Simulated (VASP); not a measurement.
# Si3P2 (P-3m1) in VASP: a series of runs, part 2 of 2

VASP 6.6.1.

### Step 3. Single point, PBE

This run uses another cell than the first one, of 16.00 Å³/atom.

INCAR

```
SYSTEM = Si3P2
ALGO = Fast ; EDIFF = 1E-6
ENCUT = 520 ; GGA = PE
ISIF = 2 ; ISMEAR = 0
LASPH = .True. ; LCHARG = .False.
LREAL = .False. ; LWAVE = .False.
NBANDS = 19 ; NELM = 80
PREC = Accurate ; SIGMA = 0.1
```

KPOINTS

```
k-points
0
Gamma
  12 12 8
  0 0 0
```

POSCAR

```
Si3P2
1.0
    4.3194478161      0.0000000000      0.0000000000
   -2.1597239080      3.7407515390      0.0000000000
    0.0000000000      0.0000000000      4.9524672504
Si P
3 2
Direct
    0.0000000000      0.0000000000      0.0000000000
    0.3333333333      0.6666666667      0.7507670533
    0.6666666667      0.3333333333      0.2492329467
    0.3333333333      0.6666666667      0.2465997749
    0.6666666667      0.3333333333      0.7534002251
```

Potentials or basis: VASP PAW PBE potentials, release 64 (Si, P).

Command:

```bash
$ cat potpaw_PBE.64/Si/POTCAR potpaw_PBE.64/P/POTCAR > POTCAR
$ mpirun -np 1 vasp_std > vasp.out
```

OUTCAR:

```text
SYSTEM = Si3P2
   EDIFF = 1E-6
   ENCUT = 520
   GGA = PE
   ISIF = 2
   ISMEAR = 0
   LASPH = .True.
   LREAL = .False.
   NELM = 80
   PREC = Accurate

 ion  position               nearest neighbor table
   1  0.000  0.000  0.000-   4 2.78   5 2.78   4 2.78   5 2.78   5 2.78   4 2.78   2 2.78   3 2.78
                             2 2.78   3 2.78   2 2.78   3 2.78
   2  0.333  0.667  0.751-   4 2.46   5 2.49   5 2.49   5 2.49   4 2.50   1 2.78   1 2.78   1 2.78

[... 738 lines left out ...]
  --------------------------------------------------------------------------------------
  -------------------------------------------------------------------------------------
  Total       -0.0396597     -0.0396597     -0.0299309     -0.0000000      0.0000000      0.0000000
  in kB       -0.7940553     -0.7940553     -0.5992686     -0.0000000      0.0000000      0.0000000
  external PRESSURE =      -0.7291264 kB  Pullay stress =       0.0000000 kB

 VOLUME and BASIS-vectors are now :
 -----------------------------------------------------------------------------
  energy-cutoff  :      520.00
  volume of cell :       80.02
      direct lattice vectors                 reciprocal lattice vectors
     4.319447816  0.000000000  0.000000000     0.231511073  0.133662980  0.000000000
    -2.159723908  3.740751539  0.000000000     0.000000000  0.267325961  0.000000000
     0.000000000  0.000000000  4.952467250     0.000000000  0.000000000  0.201919558

 POSITION                                       TOTAL-FORCE (eV/Angst)
 -----------------------------------------------------------------------------------
      0.00000      0.00000      0.00000         0.000000      0.000000      0.000000
     -0.00000      2.49383      3.71815        -0.000000      0.000000      0.004585
      2.15972      1.24692      1.23432         0.000000     -0.000000     -0.004585
     -0.00000      2.49383      1.22128        -0.000000     -0.000000     -0.002652
      2.15972      1.24692      3.73119         0.000000      0.000000      0.002652
 -----------------------------------------------------------------------------------
    total drift:                               -0.000000      0.000000     -0.000000

  FREE ENERGIE OF THE ION-ELECTRON SYSTEM (eV)
  ---------------------------------------------------
  free  energy   TOTEN  =       -25.2301303569 eV

  energy  without entropy=      -25.2221456256  energy(sigma->0) =      -25.22613799
```

OSZICAR:

```text
N       E                     dE             d eps       ncg     rms          rms(c)
DAV:   1     0.490400883520E+02    0.49040E+02   -0.91066E+03  4978   0.973E+02
DAV:   2    -0.218871203763E+02   -0.70927E+02   -0.68563E+02  6352   0.151E+02
DAV:   3    -0.253541879551E+02   -0.34671E+01   -0.34122E+01  6581   0.301E+01
DAV:   4    -0.253945225751E+02   -0.40335E-01   -0.40283E-01  6479   0.377E+00
DAV:   5    -0.253950120552E+02   -0.48948E-03   -0.48943E-03  6288   0.419E-01    0.802E+00
RMM:   6    -0.252534829593E+02    0.14153E+00   -0.17125E-01  5069   0.146E+00    0.471E+00
RMM:   7    -0.252324064469E+02    0.21077E-01   -0.15220E-01  5377   0.148E+00    0.605E-01
RMM:   8    -0.252298320596E+02    0.25744E-02   -0.20565E-02  5432   0.802E-01    0.140E-01
RMM:   9    -0.252300592563E+02   -0.22720E-03   -0.26435E-03  6091   0.304E-01    0.971E-02
RMM:  10    -0.252301136331E+02   -0.54377E-04   -0.60690E-04  5754   0.161E-01    0.241E-02
RMM:  11    -0.252301267059E+02   -0.13073E-04   -0.14554E-04  6294   0.766E-02    0.194E-02
RMM:  12    -0.252301294065E+02   -0.27006E-05   -0.26621E-05  6255   0.329E-02    0.183E-02
RMM:  13    -0.252301303569E+02   -0.95041E-06   -0.67947E-06  5310   0.157E-02
   1 F= -.25230130E+02 E0= -.25226138E+02  d E =-.798473E-02
```

stdout:

```text
POSCAR found type information on POSCAR SiP
 POSCAR found :  2 types and       5 ions
 scaLAPACK will be used
 LDA part: xc-table for (Slater+PW92), standard interpolation
 POSCAR, INCAR and KPOINTS ok, starting setup
 FFT: planning ... GRIDC
 FFT: planning ... GRID_SOFT
 FFT: planning ... GRID
 WAVECAR not read
 entering main loop
```

Run time: 1.8 min. Hardware: 1 thread of Oxide Virtual Turin-like, shared host; peak memory 0.26 GiB.

What came out:

| Property | Result |
| --- | --- |
| Free energy | -25.2301 eV |
| Pressure | -0.1 GPa |
| Largest force | 0.005 eV/Å |
| Band gap on the k mesh | zero (bands 11 and 12 overlap by 4.16 eV) |

Forces on the atoms (eV/Å):
```
Si   0.000  0.000  0.000
Si   0.000  0.000  0.005
Si   0.000  0.000 -0.005
P    0.000  0.000 -0.003
P    0.000  0.000  0.003
```

Levels at points of the mesh, in eV from the Fermi level:
```csv
k point,band 9,band 10,band 11,band 12,band 13,band 14
"(0.00, 0.00, 0.00)",-3.51,-2.20,-1.50,-1.50,-0.42,1.74
"(0.50, 0.00, 0.00)",-2.91,-1.19,0.25,0.62,2.02,2.84
"(0.00, 0.00, 0.50)",-3.16,-2.84,-2.84,-2.21,-1.44,0.03
"(0.50, 0.00, 0.50)",-0.94,-0.46,0.62,1.34,2.66,3.09
```

### Step 4. Relaxation of cell and atoms, PBE

This run uses another cell than the first one, of 16.20 Å³/atom.

INCAR

```
SYSTEM = Si3P2
  ALGO = Fast
  EDIFF = 1E-6
  EDIFFG = -0.01
  ENCUT = 600
  GGA = PE
  IBRION = 2
  ISIF = 3
  ISMEAR = 0
  LASPH = .TRUE.
  LCHARG = .FALSE.
  LREAL = .FALSE.
  LWAVE = .FALSE.
  NELM = 100
  NSW = 100
  PREC = Accurate
  SIGMA = 0.1
```

KPOINTS

```
k-points
0
G
  12 12 8
  0 0 0
```

POSCAR

```
Si3P2
1.0
    4.3432887746      0.0000000000      0.0000000000
   -2.1716443873      3.7613984147      0.0000000000
    0.0000000000      0.0000000000      4.9595205279
Si P
3 2
Direct
    0.0000000000      0.0000000000      0.0000000000
    0.3333333333      0.6666666667      0.7561373412
    0.6666666667      0.3333333333      0.2438626588
    0.3333333333      0.6666666667      0.2442660545
    0.6666666667      0.3333333333      0.7557339455
```

Potentials or basis: VASP PAW PBE potentials, release 64 (Si, P).

Command:

```bash
$ cat potpaw_PBE.64/Si/POTCAR potpaw_PBE.64/P/POTCAR > POTCAR
$ mpirun -np 1 vasp_std > vasp.out
```

OUTCAR:

```text
SYSTEM = Si3P2
   EDIFF = 1E-6
   EDIFFG = -0.01
   ENCUT = 600
   GGA = PE
   IBRION = 2
   ISIF = 3
   ISMEAR = 0
   LASPH = .TRUE.
   LREAL = .FALSE.
   NELM = 100
   NSW = 100
   PREC = Accurate

 ion  position               nearest neighbor table
   1  0.000  0.000  0.000-   2 2.78   3 2.78   2 2.78   3 2.78   3 2.78   2 2.78   4 2.78   5 2.78
                             5 2.78   4 2.78   5 2.78   4 2.78
   2  0.333  0.667  0.756-   4 2.42   5 2.51   5 2.51   5 2.51   4 2.54   1 2.78   1 2.78   1 2.78

   3  0.667  0.333  0.244-   5 2.42   4 2.51   4 2.51   4 2.51   5 2.54   1 2.78   1 2.78   1 2.78

   4  0.333  0.667  0.244-   2 2.42   3 2.51   3 2.51   3 2.51   2 2.54   1 2.78   1 2.78   1 2.78

   5  0.667  0.333  0.756-   3 2.42   2 2.51   2 2.51   2 2.51   3 2.54   1 2.78   1 2.78   1 2.78

  LATTYP: Found a hexagonal cell.
 ALAT       =     4.3432887746
 C/A-ratio  =     1.1418813681
[... 526 lines left out ...]
      6       3.4935      2.00000
      7       5.0904      2.00000
      8       5.0904      2.00000
      9       5.2978      2.00000
     10       6.6052      2.00000
     11       7.3056      2.00000
     12       7.3056      2.00000
     13       8.3877      2.00000
     14      10.5449      0.00000
[... 401 lines left out ...]
      2      -2.2219      2.00000
      3       0.3744      2.00000
      4       1.9282      2.00000
      5       2.8918      2.00000
      6       3.1968      2.00000
      7       4.4691      2.00000
      8       5.6144      2.00000
      9       5.7297      2.00000
     10       6.5484      2.00000
     11       7.2912      2.00000
     12       7.9994      2.00000
     13       9.0333      0.00134
     14      10.1865      0.00000
     15      10.9142      0.00000

 [... further k-points ...]

------------------------ aborting loop because EDIFF is reached ----------------------------------------

  FORCE on cell =-STRESS in cart. coord.  units (eV):
  Direction    XX          YY          ZZ          XY          YZ          ZX
  --------------------------------------------------------------------------------------
  -------------------------------------------------------------------------------------
  Total       -0.0085621     -0.0085621      0.0023400      0.0000000      0.0000000      0.0000000
  in kB       -0.1715115     -0.1715115      0.0468745      0.0000000      0.0000000      0.0000000
  external PRESSURE =      -0.0987161 kB  Pullay stress =       0.0000000 kB
[... 20 lines left out ...]
  FREE ENERGIE OF THE ION-ELECTRON SYSTEM (eV)
  ---------------------------------------------------
  free  energy   TOTEN  =       -25.2308062239 eV

  energy  without entropy=      -25.2228292110  energy(sigma->0) =      -25.22681772

 reached required accuracy - stopping structural energy minimisation
```

OSZICAR:

```text
N       E                     dE             d eps       ncg     rms          rms(c)
DAV:   1     0.645171055769E+02    0.64517E+02   -0.10121E+04  3930   0.139E+03
DAV:   2    -0.210127187968E+02   -0.85530E+02   -0.83857E+02  5037   0.186E+02
[... 64 lines left out ...]
   8 F= -.25230722E+02 E0= -.25226740E+02  d E =-.114649E-03
       N       E                     dE             d eps       ncg     rms          rms(c)
DAV:   1    -0.252308124523E+02   -0.90642E-04   -0.85693E-03  4126   0.626E-01    0.284E-02
RMM:   2    -0.252308076801E+02    0.47723E-05   -0.13438E-04  3932   0.939E-02    0.138E-02
RMM:   3    -0.252308060665E+02    0.16136E-05   -0.38816E-05  4053   0.432E-02    0.830E-03
RMM:   4    -0.252308062239E+02   -0.15744E-06   -0.64683E-06  3728   0.188E-02
   9 F= -.25230806E+02 E0= -.25226818E+02  d E =-.199051E-03
```

It took 11 min on 1 thread of Oxide Virtual Turin-like, shared host; peak memory 0.31 GiB.

What came out:

```
Free energy                           : -25.2308 eV
Relaxed volume                        : 16.00 Å³/atom
Relaxed cell                          : a = 4.319 Å, b = 4.319 Å, c = 4.952 Å, α = 90.00°, β = 90.00°, γ = 120.00°
Space group after relaxing (to 0.1 Å) : P-3m1 (No. 164)
Energy gained by relaxing             : 1.8 meV/atom
Ionic steps                           : 9
Pressure after relaxing               : 0.0 GPa
Band gap on the k mesh                : zero (bands 11 and 12 overlap by 4.17 eV)
```

The path:
```csv
step,energy change (eV),largest force (eV/Å),pressure (GPa),volume (Å³)
1,0.0000,0.1734,-0.69,81.02
2,-0.0068,0.1036,-0.02,80.21
3,-0.0074,0.0859,0.25,79.90
4,-0.0086,0.0375,-0.03,80.06
5,-0.0087,0.0282,-0.12,80.12
6,-0.0089,0.0228,0.00,79.99
7,-0.0089,0.0205,0.04,79.93
8,-0.0090,0.0128,0.03,79.95
9,-0.0091,0.0016,-0.01,79.98
```

Final structure:
```yaml
crystal:
  lattice:
    - [4.31870, 0.00000, 0.00000]
    - [-2.15935, 3.74011, 0.00000]
    - [0.00000, 0.00000, 4.95175]
  atoms:
    - { symbol: Si, position: [0.00000, 0.00000, 0.00000] }
    - { symbol: Si, position: [0.33333, 0.66667, 0.75093] }
    - { symbol: Si, position: [0.66667, 0.33333, 0.24907] }
    - { symbol: P, position: [0.33333, 0.66667, 0.24663] }
    - { symbol: P, position: [0.66667, 0.33333, 0.75337] }
```

Levels at points of the mesh, in eV from the Fermi level:
```tsv
k point	band 7	band 8	band 9	band 10	band 11	band 12	band 13	band 14	band 15
(0.00, 0.00, 0.00)	-3.72	-3.72	-3.51	-2.20	-1.50	-1.50	-0.42	1.74	1.74
(0.50, 0.00, 0.00)	-6.36	-4.73	-2.91	-1.19	0.25	0.61	2.02	2.84	3.48
(0.00, 0.00, 0.50)	-3.93	-3.93	-3.16	-2.84	-2.84	-2.21	-1.44	0.02	0.02
(0.50, 0.00, 0.50)	-4.77	-3.76	-0.94	-0.46	0.62	1.34	2.66	3.09	3.37
```

Caveat: the highest band is partly filled, so the run has too few bands.

### Step 5. The runs side by side

| task | cell | k mesh | cutoff (eV) | gap on the mesh (eV) | pressure (GPa) | relaxed volume (Å³/atom) |
| --- | --- | --- | --- | --- | --- | --- |
| relaxation of cell and atoms | relaxed from a = 4.173, b = 4.173, c = 5.039 Å, angles 90.0, 90.0, 120.0°, 5 atoms, atomic positions A | 6 × 6 × 4 | 600 | none | 0.1 | 16.17 |
| single point | a = 4.319, b = 4.319, c = 4.952 Å, angles 90.0, 90.0, 120.0°, 5 atoms, atomic positions B | 12 × 12 × 8 | 520 | none | -0.1 | - |
| relaxation of cell and atoms | relaxed from a = 4.343, b = 4.343, c = 4.960 Å, angles 90.0, 90.0, 120.0°, 5 atoms, atomic positions C | 12 × 12 × 8 | 600 | none | 0.0 | 16.00 |

Alike in all rows: level PBE; potentials or basis VASP PAW PBE potentials, release 64 (Si, P); no spin polarisation; smearing gaussian 0.1 eV.

Caveats: the highest band is partly filled, so the run has too few bands (at least some runs).

Absolute energies hang on the potentials; compare differences alone.
